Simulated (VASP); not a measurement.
## Hf: single point with PBE

The system is Hf, a slab with vacuum.

```
Hf
1.0
     0.00000    5.55538    0.00000
    -4.81110   -2.77769    0.00000
     0.00000    0.00000   27.35354
Hf
12
Direct
  0.66667 0.66667 0.21935
  0.33333 0.00000 0.21935
  0.00000 0.33333 0.21935
  0.33333 0.33333 0.30568
  0.00000 0.66667 0.30581
  0.66667 0.00000 0.30609
  0.66469 0.67767 0.40180
  0.34631 0.00198 0.40180
  0.98900 0.32036 0.40180
  0.33333 0.33333 0.48878
  0.00000 0.66667 0.48781
  0.66667 0.00000 0.50495
```

* Program: VASP 6.6.1
* Task: single point
* Functional: PBE
* Potentials or basis: VASP PAW PBE potentials, release 64 (Hf_pv)
* Cutoff: 400 eV
* k mesh: 9 × 9 × 1
* Occupations: methfessel-paxton, width 0.1 eV
* Spin: no spin polarisation
* Dipole correction: yes
* Further INCAR settings: ALGO = Normal; EDIFF = 1e-06; NBANDS = 72; NELMDL = -8

```yaml
Largest_force: 1.140 eV/Å
Band_gap_on_the_k_mesh: zero (band 60 reaches -0.71 eV, above the bottom of band 61 at -0.95 eV)
```

Forces in eV/Å, atoms in the order of the input:
```
Hf  -0.034 -0.007  0.066
Hf   0.011  0.033  0.066
Hf   0.023 -0.026  0.066
Hf   0.000  0.000 -0.089
Hf   0.000  0.000 -0.101
Hf   0.000  0.000 -0.065
Hf  -0.119 -0.062  0.485
Hf   0.006  0.134  0.485
Hf   0.113 -0.072  0.485
Hf   0.000  0.000 -0.184
Hf   0.000  0.000 -0.076
Hf   0.000  0.000 -1.140
```

Levels at points of the mesh, in eV from the Fermi level:
| k point | band 58 | band 59 | band 60 | band 61 | band 62 | band 63 |
| --- | --- | --- | --- | --- | --- | --- |
| (0.00, 0.00, 0.00) | -0.07 | -0.02 | 0.03 | 0.03 | 0.05 | 0.19 |

Wall time 39 min on 1 thread of Intel(R) Xeon(R) Platinum 8488C (Sapphire Rapids), with other jobs on the host, peak memory 0.74 GiB.

Caveat: spin-orbit coupling is left out, which moves the levels of the heavy elements.
